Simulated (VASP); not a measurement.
Here is a VASP 6.6.1 calculation.

INCAR

```
PREC = Accurate
ENCUT = 520
EDIFF = 1E-7
ISMEAR = -1
SIGMA = 0.03
LREAL = F
LASPH = T
NELM = 80
ALGO = Normal
ISIF = 2
LWAVE = F
LCHARG = F
GGA = PE
NBANDS = 16
```

File KPOINTS:

```
Automatic mesh
0
Gamma
  8 8 8
```

POSCAR

```
CdSe
1.0
    0.0000000000      3.0081281831      3.0081281831
    3.0081281831      0.0000000000      3.0081281831
    3.0081281831      3.0081281831      0.0000000000
Cd Se
1 1
Direct
    0.0000000000      0.0000000000      0.0000000000
    0.2500000000      0.2500000000      0.2500000000
```

Potentials or basis: VASP PAW PBE potentials, release 64 (Cd, Se).

The run is started by

```sh
$ cat potpaw_PBE.64/Cd/POTCAR potpaw_PBE.64/Se/POTCAR > POTCAR
$ mpirun -np 1 vasp_std > vasp.out
```

Question: Predict the band gap on the k mesh.

Answer: 0.68 eV, direct.

Question: Estimate the pressure.

Answer: 5.2 GPa.
